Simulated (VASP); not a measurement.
Write the native input for VASP 6.6.1 that does the following.

| Quantity | Value |
| --- | --- |
| Task | single point |
| Functional | PBE |
| Potentials or basis | VASP PAW PBE potentials, release 64 (Ag, B) |
| Cutoff | 520 eV |
| k mesh | 14 × 14 × 11 |
| Occupations | fermi-dirac, width 0.05 eV |
| Spin | no spin polarisation |
| Dipole correction | no |
| Further INCAR settings | ALGO = Normal; EDIFF = 1e-06; NBANDS = 16 |

The structure of AgB2 lies in POSCAR:

```
AgB2
1.0
    3.0325904895      0.0000000000      0.0000000000
   -1.5162952448      2.6263004032      0.0000000000
    0.0000000000      0.0000000000      4.1391931541
Ag B
1 2
Direct
    0.0000000000      0.0000000000      0.0000000000
    0.3333333333      0.6666666667      0.5000000000
    0.6666666667      0.3333333333      0.5000000000
```

The input as run:

INCAR

```
SYSTEM = AgB2
PREC = Accurate
ENCUT = 520
EDIFF = 1E-6
ISMEAR = -1
SIGMA = 0.05
LREAL = .False.
LASPH = .True.
NELM = 80
ALGO = Normal
ISIF = 2
LWAVE = .False.
LCHARG = .False.
GGA = PE
NBANDS = 16
```

KPOINTS

```
Automatic mesh
0
Gamma
  14 14 11
  0 0 0
```

Potentials or basis: VASP PAW PBE potentials, release 64 (Ag, B).

Launch:

```bash
$ cat potpaw_PBE.64/Ag/POTCAR potpaw_PBE.64/B/POTCAR > POTCAR
$ mpirun -np 1 vasp_std > vasp.out
```

It gave:

```yaml
Pressure: -3.3 GPa
Band_gap_on_the_k_mesh: zero (an odd number of electrons rules out a gap without spin polarisation)
```

Caveat: the cell stands under tension.

Run time: 79 s on 1 thread of Intel Xeon 8259CL, on a shared host, peak memory 0.2 GiB.
